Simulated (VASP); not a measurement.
# Cu (Fm-3m) in VASP: notebook

The runs below take Cu through single point, with PBE.

Everything below comes from runs of VASP 6.6.1. Logs are shortened: lines on timing, memory, paths and dates and some standing lists are left out, and cuts for length are marked.

### 1 The cell of the first run

Symmetry: Fm-3m, No. 225, cubic system. Conventional cell: a = 3.580 Å, b = 3.580 Å, c = 3.580 Å, α = 90.00°, β = 90.00°, γ = 90.00°. Within 3.3 Å of Cu (site symmetry m-3m) lie 12 Cu at 2.53 Å.

### 2 Single point, PBE (volume scaled by 0.960)

INCAR reads:

```
SYSTEM = Cu
  PREC = Accurate
  ENCUT = 520
  EDIFF = 1E-6
  ISMEAR = 0
  SIGMA = 0.05
  LREAL = .False.
  LASPH = .True.
  NELM = 60
  ALGO = Fast
  ISIF = 2
  LWAVE = .False.
  LCHARG = .False.
  GGA = PE
  NBANDS = 12
```

KPOINTS reads:

```
Automatic mesh
0
Gamma
  22 22 22
  0 0 0
```

POSCAR reads:

```
Cu
1.0
    0.0000000000      1.7899985995      1.7899985995
    1.7899985995      0.0000000000      1.7899985995
    1.7899985995      1.7899985995      0.0000000000
Cu
1
Direct
    0.0000000000      0.0000000000      0.0000000000
```

Potentials or basis: VASP PAW PBE potentials, release 64 (Cu).

Launch:

```
> cat potpaw_PBE.64/Cu/POTCAR > POTCAR
> mpirun -np 1 vasp_std > vasp.out
```

OUTCAR:

```text
SYSTEM = Cu
   PREC = Accurate
   ENCUT = 520
   EDIFF = 1E-6
   ISMEAR = 0
   LREAL = .False.
   LASPH = .True.
   NELM = 60
   ISIF = 2
   GGA = PE

 ion  position               nearest neighbor table
   1  0.000  0.000  0.000-

  LATTYP: Found a face centered cubic cell.
 ALAT       =     3.5799971990

  Lattice vectors:

 A1 = (   0.0000000000,   1.7899985995,   1.7899985995)
 A2 = (   1.7899985995,   0.0000000000,   1.7899985995)
 A3 = (   1.7899985995,   1.7899985995,   0.0000000000)

Analysis of symmetry for initial positions (statically):
=====================================================================
 Subroutine PRICEL returns:
 Original cell was already a primitive cell.

 Routine SETGRP: Setting up the symmetry group for a
 face centered cubic supercell.

 Subroutine GETGRP returns: Found 48 space group operations
 (whereof 48 operations were pure point group operations)
 out of a pool of 48 trial point group operations.

The static configuration has the point symmetry O_h .

Analysis of symmetry for dynamics (positions and initial velocities):
=====================================================================
 Subroutine PRICEL returns:
 Original cell was already a primitive cell.

 Routine SETGRP: Setting up the symmetry group for a
 face centered cubic supercell.

 Subroutine GETGRP returns: Found 48 space group operations
 (whereof 48 operations were pure point group operations)
 out of a pool of 48 trial point group operations.

The dynamic configuration has the point symmetry O_h .

 Subroutine INISYM returns: Found 48 space group operations
 (whereof 48 operations are pure point group operations),
 and found     1 'primitive' translations

----------------------------------------------------------------------------------------

                                     Primitive cell

  volume of cell :      11.4707

  direct lattice vectors                    reciprocal lattice vectors
     0.000000000  1.789998600  1.789998600    -0.279329827  0.279329827  0.279329827
     1.789998600  0.000000000  1.789998600     0.279329827 -0.279329827  0.279329827
     1.789998600  1.789998600  0.000000000     0.279329827  0.279329827 -0.279329827

  length of vectors
     2.531440296  2.531440296  2.531440296     0.483813453  0.483813453  0.483813453

  position of ions in fractional coordinates (direct lattice)
     0.000000000  0.000000000  0.000000000

  ion indices of the primitive-cell ions
   primitive index   ion index
                 1           1

----------------------------------------------------------------------------------------

 KPOINTS: Automatic mesh

Automatic generation of k-mesh.
 Grid dimensions read from file:
 generate k-points for:   22   22   22

 Generating k-lattice:

  Cartesian coordinates                     Fractional coordinates (reciprocal lattice)
    -0.012696810  0.012696810  0.012696810     0.045454545  0.000000000  0.000000000
     0.012696810 -0.012696810  0.012696810     0.000000000  0.045454545  0.000000000
     0.012696810  0.012696810 -0.012696810     0.000000000  0.000000000  0.045454545

  Length of vectors
     0.021991521  0.021991521  0.021991521

  Shift w.r.t. Gamma in fractional coordinates (k-lattice)
     0.000000000  0.000000000  0.000000000

 Subroutine IBZKPT returns following result:
 ===========================================

 Found    328 irreducible k-points:

 Following reciprocal coordinates:
            Coordinates               Weight
  0.000000  0.000000  0.000000      1.000000
  0.045455  0.000000  0.000000      8.000000
  0.090909  0.000000  0.000000      8.000000
  0.136364  0.000000  0.000000      8.000000
  0.181818  0.000000  0.000000      8.000000
  0.227273  0.000000  0.000000      8.000000
[... 16 lines left out ...]
  0.500000  0.045455  0.000000     24.000000
 -0.454545  0.045455  0.000000     24.000000
 [... further k-points ...]
   k-points           NKPTS =    328   k-points in BZ     NKDIM =    328   number of bands    NBANDS=     12
   number of dos      NEDOS =    301   number of ions     NIONS =      1
   total plane-waves  NPLWV =   8000
   dimension x,y,z NGX =    20 NGY =   20 NGZ =   20
   dimension x,y,z NGXF=    40 NGYF=   40 NGZF=   40
   ions per type =               1
   NGX,Y,Z   is equivalent  to a cutoff of  13.13, 13.13, 13.13 a.u.
   NGXF,Y,Z  is equivalent  to a cutoff of  26.27, 26.27, 26.27 a.u.
 SYSTEM =  Cu
   PREC   = accura    normal or accurate (medium, high low for compatibility)
   ISTART =      0    job   : 0-new  1-cont  2-samecut
   ICHARG =      2    charge: 1-file 2-atom 10-const
   ISPIN  =      1    spin polarized calculation?
   LNONCOLLINEAR =      F non collinear calculations
   LSORBIT =      F    spin-orbit coupling
   LASPH  =      T    aspherical Exc in radial PAW
   ENCUT  =  520.0 eV  38.22 Ry    6.18 a.u.   4.71  4.71  4.71*2*pi/ulx,y,z
   NELM   =     60;   NELMIN=  2; NELMDL= -5     # of ELM steps
   EDIFF  = 0.1E-05   stopping-criterion for ELM
   LREAL  =      F    real-space projection
   EDIFFG = 0.1E-04   stopping-criterion for IOM
   NSW    =      0    number of steps for IOM
   IBRION =     -1    ionic relax: 0-MD 1-quasi-New 2-CG
   NFREE  =      0    steps in history (QN), initial steepest desc. (CG)
   ISIF   =      2    stress and relaxation
   ISYM   =      2    0-nonsym 1-usesym 2-fastsym
   POTIM  = 0.5000    time-step for ionic-motion
   TEBEG  =    0.0;   TEEND  =   0.0 temperature during run
   PSTRESS=    0.0 pullay stress
   NELECT =      11.0000    total number of electrons
   NUPDOWN=      -1.0000    fix difference up-down
   EMIN   =  10.00;   EMAX   =-10.00  energy-range for DOS
   EFERMI =   0.00;   METHOD = LEGACY
   ISMEAR =     0;   SIGMA  =   0.05  broadening in eV -4-tet -1-fermi 0-gaus
   EFERMI_NEDOS =   21; number of points for ismear=-14 and -15
   IALGO  =     68    algorithm
   IMIX   =      4    mixing-type and parameters
     AMIX     =   0.40;   BMIX     =  1.00
     AMIX_MAG =   1.60;   BMIX_MAG =  1.00
  volume/ion in A,a.u.               =      11.47        77.41
  Fermi-wavevector in a.u.,A,eV,Ry     =   1.614395  3.050763 35.460456  2.606270
  Thomas-Fermi vector in A             =   2.709310
   LORBIT       =      0    0 simple, 1 ext, 2 COOP (PROOUT), +10 PAW based schemes
   GGA     = PE    functional components
   LHFCALC =     F    Hartree Fock is set to
   AEXX    =    0.0000 exact exchange contribution
   IVDW    =     0    specifies the selected vdW correction
   LEPSILON=     F    determine dielectric tensor
   LRPA    =     F    only Hartree local field effects (RPA)
 non-spin polarized calculation
 RMM-DIIS sequential band-by-band and
 Gauss-broadening in eV      SIGMA  =   0.05
  energy-cutoff  :      520.00
  volume of cell :       11.47
 maximum number of plane-waves:       331
   NGX =  9   NGY =  9   NGZ =  9

 number of electron      11.0000011 magnetization

 Free energy of the ion-electron system (eV)
  ---------------------------------------------------
  ext. energy  EPLUGINS =         0.00000000
  ---------------------------------------------------
  free energy    TOTEN  =        -3.71795478 eV

  energy without entropy =       -3.71766649  energy(sigma->0) =       -3.71781064

 E-fermi :   7.9466     XC(G=0): -12.8961

 val. band max:        7.9180761716   @ k =   0.4545   0.2727   0.0000
 cond. band min:       7.9467626415   @ k =   0.5000   0.3182   0.1364
 fundamental gap:      0.0286864699
 Fermi energy:         7.9466485527

 k-point     1 :       0.0000    0.0000    0.0000
  band No.  band energies     occupation
      1      -1.6229      2.00000
      2       4.8354      2.00000
      3       4.8354      2.00000
      4       4.8354      2.00000
      5       5.6956      2.00000
      6       5.6956      2.00000
      7      30.7804      0.00000
      8      33.6533      0.00000
      9      33.6533      0.00000
     10      33.6533      0.00000
     11      36.1724      0.00000
     12      36.1724      0.00000

 k-point     2 :       0.0455    0.0000    0.0000
  band No.  band energies     occupation
      1      -1.5459      2.00000
      2       4.8184      2.00000
      3       4.8505      2.00000
      4       4.8505      2.00000
      5       5.6894      2.00000
      6       5.6894      2.00000
      7      30.4152      0.00000
      8      32.5031      0.00000
      9      33.3926      0.00000
     10      33.3926      0.00000
     11      36.5402      0.00000
     12      36.5402      0.00000

 k-point     3 :       0.0909    0.0000    0.0000
  band No.  band energies     occupation
      1      -1.3166      2.00000
      2       4.7705      2.00000
      3       4.8919      2.00000
      4       4.8919      2.00000
      5       5.6747      2.00000
      6       5.6747      2.00000
      7      28.7946      0.00000
      8      31.6868      0.00000
      9      32.8624      0.00000
     10      32.8624      0.00000
     11      37.3690      0.00000
     12      37.3716      0.00000

 k-point     4 :       0.1364    0.0000    0.0000
  band No.  band energies     occupation
      1      -0.9407      2.00000
      2       4.7014      2.00000
      3       4.9467      2.00000
      4       4.9467      2.00000
      5       5.6635      2.00000
      6       5.6635      2.00000
      7      26.4904      0.00000
      8      31.4218      0.00000
      9      32.3102      0.00000
     10      32.3102      0.00000
     11      38.0042      0.00000
     12      38.2663      0.00000

 k-point     5 :       0.1818    0.0000    0.0000
  band No.  band energies     occupation
      1      -0.4295      2.00000
      2       4.6276      2.00000
      3       4.9923      2.00000
      4       4.9923      2.00000
      5       5.6767      2.00000
      6       5.6767      2.00000
      7      24.1091      0.00000
      8      31.1828      0.00000
      9      31.8154      0.00000
     10      31.8154      0.00000
     11      37.9803      0.00000
     12      38.4051      0.00000
[... 228 lines left out ...]
      1       2.4619      2.00000
      2       4.8238      2.00000
      3       4.8826      2.00000
      4       5.3325      2.00000
      5       6.2128      2.00000
      6       6.3405      2.00000
      7      14.3340      0.00000
      8      29.1127      0.00000
      9      29.3635      0.00000
     10      30.7656      0.00000
     11      34.2934      0.00000
     12      35.3329      0.00000

 k-point    22 :       0.4545    0.0455    0.0000
  band No.  band energies     occupation
      1       2.6727      2.00000
      2       4.7877      2.00000
      3       4.8458      2.00000
      4       5.7719      2.00000
      5       6.2746      2.00000
      6       6.7677      2.00000
      7      12.8282      0.00000
      8      28.8913      0.00000
      9      29.5160      0.00000
     10      30.2445      0.00000
     11      34.2671      0.00000
     12      34.6932      0.00000

 k-point    23 :       0.5000    0.0455    0.0000
  band No.  band energies     occupation
      1       2.7480      2.00000
      2       4.7723      2.00000
      3       4.8261      2.00000
      4       5.9598      2.00000
      5       6.2913      2.00000
      6       7.2092      2.00000
      7      11.9438      0.00000
      8      28.6805      0.00000
      9      29.8122      0.00000
     10      29.9457      0.00000
     11      34.2022      0.00000
     12      34.3792      0.00000

 k-point    24 :      -0.4545    0.0455    0.0000
  band No.  band energies     occupation
      1       2.7341      2.00000
      2       4.7791      2.00000
      3       4.8266      2.00000
      4       5.9442      2.00000
      5       6.2594      2.00000
      6       7.1081      2.00000
      7      12.1387      0.00000
      8      28.4847      0.00000
      9      29.8865      0.00000
     10      30.2472      0.00000
     11      33.8678      0.00000
     12      34.6227      0.00000

 [... further k-points ...]
[... 5 lines left out ...]
  --------------------------------------------------------------------------------------
  -------------------------------------------------------------------------------------
  Total        0.5090524      0.5090524      0.5090524      0.0000000      0.0000000      0.0000000
  in kB       71.1025260     71.1025260     71.1025260      0.0000000      0.0000000      0.0000000
  external PRESSURE =      71.1025260 kB  Pullay stress =       0.0000000 kB

 VOLUME and BASIS-vectors are now :
 -----------------------------------------------------------------------------
  energy-cutoff  :      520.00
  volume of cell :       11.47
      direct lattice vectors                 reciprocal lattice vectors
     0.000000000  1.789998600  1.789998600    -0.279329827  0.279329827  0.279329827
     1.789998600  0.000000000  1.789998600     0.279329827 -0.279329827  0.279329827
     1.789998600  1.789998600  0.000000000     0.279329827  0.279329827 -0.279329827

 POSITION                                       TOTAL-FORCE (eV/Angst)
 -----------------------------------------------------------------------------------
      0.00000      0.00000      0.00000        -0.000000     -0.000000     -0.000000
 -----------------------------------------------------------------------------------
    total drift:                                0.000000      0.000000      0.000000

  FREE ENERGIE OF THE ION-ELECTRON SYSTEM (eV)
  ---------------------------------------------------
  free  energy   TOTEN  =        -3.7179547820 eV

  energy  without entropy=       -3.7176664891  energy(sigma->0) =       -3.71781064
```

Wall time 46 s (1 thread of Intel Xeon Platinum 8259CL at 2.50GHz (Skylake/Cascade Lake), shared host); peak memory 0.16 GiB.

What came out:

| Quantity | Value |
| --- | --- |
| Free energy | -3.7180 eV |
| Pressure | 7.1 GPa |

Levels at points of the mesh, in eV from the Fermi level:
| k point | band 3 | band 4 | band 5 | band 6 | band 7 | band 8 | band 9 | band 10 |
| --- | --- | --- | --- | --- | --- | --- | --- | --- |
| (0.00, 0.00, 0.00) | -3.11 | -3.11 | -2.25 | -2.25 | 22.83 | 25.71 | 25.71 | 25.71 |
| (0.50, 0.00, 0.00) | -3.15 | -1.66 | -1.66 | -1.08 | 3.91 | 21.31 | 22.54 | 22.54 |
| (0.50, 0.50, 0.00) | -1.68 | -1.51 | -1.51 | 1.48 | 7.33 | 13.32 | 13.32 | 17.88 |

Caveat: the cell differs from its parent crystal (volume scaled by 0.960).

### 3 Single point, PBE

This run uses another cell than the first one, of 11.81 Å³/atom, 1.030 times its volume.

INCAR reads:

```
PREC = Accurate
ENCUT = 520
EDIFF = 1E-6
ISMEAR = 0
SIGMA = 0.05
LREAL = False
LASPH = True
NELM = 80
ALGO = Normal
ISIF = 2
LWAVE = False
LCHARG = False
GGA = PE
NBANDS = 12
```

KPOINTS reads:

```
regular mesh
0
Gamma
  22 22 22
```

POSCAR reads:

```
Cu
1.0
    0.0000000000      1.8075000000      1.8075000000
    1.8075000000      0.0000000000      1.8075000000
    1.8075000000      1.8075000000      0.0000000000
Cu
1
Direct
    0.0000000000      0.0000000000      0.0000000000
```

Potentials or basis: VASP PAW PBE potentials, release 64 (Cu).

Launch:

```
> cat potpaw_PBE.64/Cu/POTCAR > POTCAR
> mpirun -np 1 vasp_std > vasp.out
```

It took 39 s on 1 thread of Intel Xeon Platinum 8259CL at 2.50GHz (Skylake/Cascade Lake), shared host; peak memory 0.16 GiB.

It converged, with:

| Item | Value |
| --- | --- |
| Free energy | -3.7278 eV |
| Pressure | 2.3 GPa |

Levels at points of the mesh, in eV from the Fermi level:
```
           k point  band 3  band 4  band 5  band 6  band 7  band 8  band 9  band 10
(0.00, 0.00, 0.00)   -3.01   -3.01   -2.19   -2.19   22.61   25.25   25.25    25.25
(0.50, 0.00, 0.00)   -3.05   -1.62   -1.62   -0.99    3.77   21.10   22.08    22.08
(0.50, 0.50, 0.00)   -1.64   -1.48   -1.48    1.51    7.13   13.09   13.09    17.59
```

[end of part 1 of 2]
